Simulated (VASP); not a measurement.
# TiC (TiC (100), 1 layers) in VASP: density of states with PBE

Aim: the density of states of TiC (TiC (100), 1 layers) with PBE.

All numbers are computed with VASP 6.6.1; they aren't measurements. Logs are shortened: lines on timing, memory, paths and dates and some standing lists are left out, and cuts for length are marked.

## 1. The cell of the first run

The cell holds a slab with vacuum, 2 atoms: a = 3.064 Å, b = 3.064 Å, c = 16.000 Å, α = 90.00°, β = 90.00°, γ = 90.00°.

## 2. Density of states, PBE

Input file POSCAR:

```
TiC
1.0
    3.0637012665      0.0000000000      0.0000000000
    0.0000000000      3.0637012665      0.0000000000
    0.0000000000      0.0000000000     16.0000000000
Ti C
1 1
Direct
    0.2500000000      0.2500000000      0.5000000000
    0.7500000000      0.7500000000      0.5000000000
```

Input file INCAR.step1:

```
ALGO = Normal
DIPOL = 0.5 0.5 0.500
EDIFF = 1E-7
ENCUT = 520
GGA = PE
IDIPOL = 3
ISIF = 2
ISMEAR = -1
LASPH = True
LCHARG = True
LDIPOL = True
LMAXMIX = 4
LREAL = False
LWAVE = False
NBANDS = 15
NELM = 100
PREC = Accurate
SIGMA = 0.05
```

Input file KPOINTS.step1:

```
k-points
0
Gamma
  13 13 1
```

Input file INCAR.step2:

```
ALGO = Normal
DIPOL = 0.5 0.5 0.500
EDIFF = 1E-7
ENCUT = 520
GGA = PE
ICHARG = 11
IDIPOL = 3
ISIF = 2
ISMEAR = -5
LASPH = True
LCHARG = False
LDIPOL = True
LMAXMIX = 4
LORBIT = 10
LREAL = False
LWAVE = False
NEDOS = 2001
NELM = 100
PREC = Accurate
SIGMA = 0.05
```

Input file KPOINTS.step2:

```
k-points
0
Gamma
  20 20 1
```

Potentials or basis: VASP PAW PBE potentials, release 64 (Ti_sv, C).

Run with:

```console
$ cat potpaw_PBE.64/Ti_sv/POTCAR potpaw_PBE.64/C/POTCAR > POTCAR
$ cp INCAR.step1 INCAR
$ cp KPOINTS.step1 KPOINTS
$ mpirun -np 1 vasp_std > vasp.out
$ cp INCAR.step2 INCAR
$ cp KPOINTS.step2 KPOINTS
$ mpirun -np 1 vasp_std > vasp.out
```

OUTCAR:

```text
EDIFF = 1E-7
   ENCUT = 520
   GGA = PE
   ICHARG = 11
   ISIF = 2
   ISMEAR = -5
   LASPH = True
   LORBIT = 10
   LREAL = False
   NELM = 100
   PREC = Accurate

 ion  position               nearest neighbor table
   1  0.250  0.250  0.500-   2 2.17   2 2.17   2 2.17   2 2.17
   2  0.750  0.750  0.500-   1 2.17   1 2.17   1 2.17   1 2.17

  LATTYP: Found a simple tetragonal cell.
 ALAT       =     3.0637012665
 C/A-ratio  =     5.2224412918

  Lattice vectors:

 A1 = (   3.0637012665,   0.0000000000,   0.0000000000)
 A2 = (   0.0000000000,   3.0637012665,   0.0000000000)
 A3 = (   0.0000000000,   0.0000000000,  16.0000000000)

Analysis of symmetry for initial positions (statically):
=====================================================================
 Subroutine PRICEL returns:
 Original cell was already a primitive cell.

 Routine SETGRP: Setting up the symmetry group for a
 simple tetragonal supercell.

 Subroutine GETGRP returns: Found 16 space group operations
 (whereof  4 operations were pure point group operations)
 out of a pool of 16 trial point group operations.

The static configuration has the point symmetry C_2v.
 The point group associated with its full space group is D_4h.

Analysis of symmetry for dynamics (positions and initial velocities):
=====================================================================
 Subroutine PRICEL returns:
 Original cell was already a primitive cell.

 Routine SETGRP: Setting up the symmetry group for a
 simple tetragonal supercell.

 Subroutine GETGRP returns: Found 16 space group operations
 (whereof  4 operations were pure point group operations)
 out of a pool of 16 trial point group operations.

The dynamic configuration has the point symmetry C_2v.
 The point group associated with its full space group is D_4h.

 Subroutine INISYM returns: Found 16 space group operations
 (whereof  4 operations are pure point group operations),
 and found     1 'primitive' translations

----------------------------------------------------------------------------------------

                                     Primitive cell

  volume of cell :     150.1802

  direct lattice vectors                    reciprocal lattice vectors
     3.063701266  0.000000000  0.000000000     0.326402581  0.000000000  0.000000000
     0.000000000  3.063701266  0.000000000     0.000000000  0.326402581  0.000000000
     0.000000000  0.000000000 16.000000000     0.000000000  0.000000000  0.062500000

  length of vectors
     3.063701266  3.063701266 16.000000000     0.326402581  0.326402581  0.062500000

  position of ions in fractional coordinates (direct lattice)
     0.250000000  0.250000000  0.500000000
     0.750000000  0.750000000  0.500000000

  ion indices of the primitive-cell ions
   primitive index   ion index
                 1           1
                 2           2

----------------------------------------------------------------------------------------

 KPOINTS: k-points

Automatic generation of k-mesh.
 Grid dimensions read from file:
 generate k-points for:   20   20    1

 Generating k-lattice:

  Cartesian coordinates                     Fractional coordinates (reciprocal lattice)
     0.016320129  0.000000000  0.000000000     0.050000000  0.000000000  0.000000000
     0.000000000  0.016320129  0.000000000     0.000000000  0.050000000  0.000000000
     0.000000000  0.000000000  0.062500000     0.000000000  0.000000000  1.000000000

  Length of vectors
     0.016320129  0.016320129  0.062500000

  Shift w.r.t. Gamma in fractional coordinates (k-lattice)
     0.000000000  0.000000000  0.000000000

 TETIRR: Found    610 inequivalent tetrahedra from     2400

 Subroutine IBZKPT returns following result:
 ===========================================

 Found     66 irreducible k-points:

 Following reciprocal coordinates:
            Coordinates               Weight
  0.000000  0.000000  0.000000      1.000000
  0.050000  0.000000  0.000000      4.000000
  0.100000  0.000000  0.000000      4.000000
  0.150000  0.000000  0.000000      4.000000
  0.200000  0.000000  0.000000      4.000000
  0.250000  0.000000  0.000000      4.000000
[... 16 lines left out ...]
  0.150000  0.100000  0.000000      8.000000
  0.200000  0.100000  0.000000      8.000000
 [... further k-points ...]
   k-points           NKPTS =     66   k-points in BZ     NKDIM =     66   number of bands    NBANDS=     12
   number of dos      NEDOS =   2001   number of ions     NIONS =      2
   total plane-waves  NPLWV =  69120
   dimension x,y,z NGX =    24 NGY =   24 NGZ =  120
   dimension x,y,z NGXF=    48 NGYF=   48 NGZF=  240
   ions per type =               1   1
   NGX,Y,Z   is equivalent  to a cutoff of  13.02, 13.02, 12.47 a.u.
   NGXF,Y,Z  is equivalent  to a cutoff of  26.05, 26.05, 24.94 a.u.
 SYSTEM =  unknown system
   PREC   = accura    normal or accurate (medium, high low for compatibility)
   ISTART =      0    job   : 0-new  1-cont  2-samecut
   ICHARG =     11    charge: 1-file 2-atom 10-const
   ISPIN  =      1    spin polarized calculation?
   LNONCOLLINEAR =      F non collinear calculations
   LSORBIT =      F    spin-orbit coupling
   LASPH  =      T    aspherical Exc in radial PAW
   ENCUT  =  520.0 eV  38.22 Ry    6.18 a.u.   5.70  5.70 29.75*2*pi/ulx,y,z
   NELM   =    100;   NELMIN=  2; NELMDL=  0     # of ELM steps
   EDIFF  = 0.1E-06   stopping-criterion for ELM
   LREAL  =      F    real-space projection
   EDIFFG = 0.1E-05   stopping-criterion for IOM
   NSW    =      0    number of steps for IOM
   IBRION =     -1    ionic relax: 0-MD 1-quasi-New 2-CG
   NFREE  =      0    steps in history (QN), initial steepest desc. (CG)
   ISIF   =      2    stress and relaxation
   ISYM   =      2    0-nonsym 1-usesym 2-fastsym
   POTIM  = 0.5000    time-step for ionic-motion
   TEBEG  =    0.0;   TEEND  =   0.0 temperature during run
   PSTRESS=    0.0 pullay stress
   NELECT =      16.0000    total number of electrons
   NUPDOWN=      -1.0000    fix difference up-down
   EMIN   =  10.00;   EMAX   =-10.00  energy-range for DOS
   EFERMI =   0.00;   METHOD = LEGACY
   ISMEAR =    -5;   SIGMA  =   0.05  broadening in eV -4-tet -1-fermi 0-gaus
   EFERMI_NEDOS =   21; number of points for ismear=-14 and -15
   IALGO  =     38    algorithm
   IMIX   =      4    mixing-type and parameters
     AMIX     =   0.40;   BMIX     =  1.00
     AMIX_MAG =   1.60;   BMIX_MAG =  1.00
  volume/ion in A,a.u.               =      75.09       506.73
  Fermi-wavevector in a.u.,A,eV,Ry     =   0.776087  1.466592  8.194945  0.602311
  Thomas-Fermi vector in A             =   1.878491
   LORBIT       =     10    0 simple, 1 ext, 2 COOP (PROOUT), +10 PAW based schemes
   GGA     = PE    functional components
   LHFCALC =     F    Hartree Fock is set to
   AEXX    =    0.0000 exact exchange contribution
   IVDW    =     0    specifies the selected vdW correction
   LEPSILON=     F    determine dielectric tensor
   LRPA    =     F    only Hartree local field effects (RPA)
 non-spin polarized calculation
 Fermi weights with tetrahedron method with Bloechl corrections
  energy-cutoff  :      520.00
  volume of cell :      150.18
 maximum number of plane-waves:      4076
 NGX is ok and might be reduce to    24

 number of electron      16.0000003 magnetization

 dipolmoment           0.000000      0.000000      0.000000 electrons x Angstroem

 Free energy of the ion-electron system (eV)
  ---------------------------------------------------
  ext. energy  EPLUGINS =         0.00000000
  ---------------------------------------------------
  free energy    TOTEN  =       -16.17406443 eV

  energy without entropy =      -16.17406443  energy(sigma->0) =      -16.17406443

 E-fermi :  -1.7771     XC(G=0):  -2.9186

 val. band max:       -1.6839535324   @ k =   0.5000   0.5000   0.0000
 cond. band min:      -1.7859936454   @ k =   0.1500   0.0000   0.0000
 fundamental gap:     -0.1020401130
 Fermi energy:        -1.7771201513

 k-point     1 :       0.0000    0.0000    0.0000
  band No.  band energies     occupation
      1     -59.1174      2.00000
      2     -35.8393      2.00000
      3     -34.9844      2.00000
      4     -34.9844      2.00000
      5     -12.1630      2.00000
      6      -3.7467      2.00000
      7      -2.3632      2.00000
      8      -1.9585      2.00000
      9      -0.4634      0.00000
     10      -0.3596      0.00000
     11      -0.3385      0.00000
     12      -0.2906      0.00000

 k-point     2 :       0.0500    0.0000    0.0000
  band No.  band energies     occupation
      1     -59.1169      2.00000
      2     -35.8388      2.00000
      3     -34.9905      2.00000
      4     -34.9836      2.00000
      5     -12.1276      2.00000
      6      -3.7547      2.00000
      7      -2.4367      2.00000
      8      -1.9401      2.00000
      9      -0.9012      0.00000
     10      -0.4612      0.00000
     11      -0.3339      0.00000
     12      -0.3196      0.00000

 k-point     3 :       0.1000    0.0000    0.0000
  band No.  band energies     occupation
      1     -59.1153      2.00000
      2     -35.8372      2.00000
      3     -35.0081      2.00000
      4     -34.9813      2.00000
      5     -12.0228      2.00000
      6      -3.7785      2.00000
      7      -2.6662      2.00000
      8      -1.8822      2.00000
      9      -1.5073     -0.08005
     10      -0.4263      0.00000
     11      -0.3203      0.00000
     12      -0.2594      0.00000

 k-point     4 :       0.1500    0.0000    0.0000
  band No.  band energies     occupation
      1     -59.1128      2.00000
      2     -35.8348      2.00000
      3     -35.0356      2.00000
      4     -34.9777      2.00000
      5     -11.8527      2.00000
      6      -3.8177      2.00000
      7      -3.0475      2.00000
      8      -2.0762      2.00000
      9      -1.7860      0.30936
     10      -0.3144      0.00000
     11      -0.2991      0.00000
     12      -0.1497      0.00000

 k-point     5 :       0.2000    0.0000    0.0000
  band No.  band energies     occupation
      1     -59.1097      2.00000
      2     -35.8317      2.00000
      3     -35.0700      2.00000
      4     -34.9732      2.00000
      5     -11.6243      2.00000
      6      -3.8700      2.00000
      7      -3.5420      2.00000
      8      -2.5859      2.00000
      9      -1.6592     -0.04721
     10      -0.2722      0.00000
     11      -0.1133      0.00000
     12       0.0188      0.00000
[... 228 lines left out ...]
      1     -59.0945      2.00000
      2     -35.8168      2.00000
      3     -35.2283      2.00000
      4     -34.9578      2.00000
      5     -10.1544      2.00000
      6      -6.0350      2.00000
      7      -4.1144      2.00000
      8      -4.0475      2.00000
      9      -0.9801      0.00000
     10      -0.2048      0.00000
     11       1.4326      0.00000
     12       2.0374      0.00000

 k-point    22 :       0.1000    0.1000    0.0000
  band No.  band energies     occupation
      1     -59.1131      2.00000
      2     -35.8351      2.00000
      3     -35.0061      2.00000
      4     -35.0038      2.00000
      5     -11.8910      2.00000
      6      -3.7903      2.00000
      7      -2.7596      2.00000
      8      -2.3644      2.00000
      9      -1.7788      0.05734
     10      -0.4753      0.00000
     11      -0.0264      0.00000
     12       0.1629      0.00000

 k-point    23 :       0.1500    0.1000    0.0000
  band No.  band energies     occupation
      1     -59.1107      2.00000
      2     -35.8327      2.00000
      3     -35.0324      2.00000
      4     -35.0012      2.00000
      5     -11.7317      2.00000
      6      -3.8076      2.00000
      7      -3.0804      2.00000
      8      -2.7309      2.00000
      9      -1.6983     -0.01040
     10      -0.5260      0.00000
     11       0.1335      0.00000
     12       0.3153      0.00000

 k-point    24 :       0.2000    0.1000    0.0000
  band No.  band energies     occupation
      1     -59.1076      2.00000
      2     -35.8297      2.00000
      3     -35.0667      2.00000
      4     -34.9966      2.00000
      5     -11.5192      2.00000
      6      -3.8347      2.00000
      7      -3.6233      2.00000
      8      -2.9377      2.00000
      9      -1.5839      0.00000
     10      -0.5447      0.00000
     11       0.3205      0.00000
     12       0.3961      0.00000

 [... further k-points ...]

------------------------ aborting loop because EDIFF is reached ----------------------------------------

 vacuum level on the upper side and lower side of the slab       (xc-potential included)        -0.092        -0.092

  FORCE on cell =-STRESS in cart. coord.  units (eV):
  Direction    XX          YY          ZZ          XY          YZ          ZX
  --------------------------------------------------------------------------------------
  -------------------------------------------------------------------------------------
  Total       -5.0298912     -5.0298912     -0.1724055      0.0000000      0.0000000     -0.0000000
  in kB      -53.6607026    -53.6607026     -1.8392840      0.0000000      0.0000000     -0.0000000
  external PRESSURE =     -36.3868964 kB  Pullay stress =       0.0000000 kB

 VOLUME and BASIS-vectors are now :
 -----------------------------------------------------------------------------
  energy-cutoff  :      520.00
  volume of cell :      150.18
      direct lattice vectors                 reciprocal lattice vectors
     3.063701266  0.000000000  0.000000000     0.326402581  0.000000000  0.000000000
     0.000000000  3.063701266  0.000000000     0.000000000  0.326402581  0.000000000
     0.000000000  0.000000000 16.000000000     0.000000000  0.000000000  0.062500000

 POSITION                                       TOTAL-FORCE (eV/Angst)
 -----------------------------------------------------------------------------------
      0.76593      0.76593      8.00000        -0.000000     -0.000000      0.000000
      2.29778      2.29778      8.00000         0.000000      0.000000      0.000000
 -----------------------------------------------------------------------------------
    total drift:                                0.000000      0.000000      0.000000

  FREE ENERGIE OF THE ION-ELECTRON SYSTEM (eV)
  ---------------------------------------------------
  free  energy   TOTEN  =       -16.1740644293 eV

  energy  without entropy=      -16.1740644293  energy(sigma->0) =      -16.17406443

 vacuum level on the upper side and lower side of the slab         1.800         1.800

 total charge

# of ion       s       p       d       tot
------------------------------------------
    1        2.170   6.175   1.825  10.169
    2        0.901   1.385   0.000   2.285
--------------------------------------------------
tot          3.070   7.560   1.825  12.455
```

It took 92 s on 1 thread of AMD EPYC 9R45 (Zen 5), shared host; peak memory 0.28 GiB.

What came out:

| Item | Value |
| --- | --- |
| Valence electrons inside the program's atomic spheres | Ti 10.17; C 2.29 |

Caveat: tetrahedron occupations give inexact forces and stress in metals.
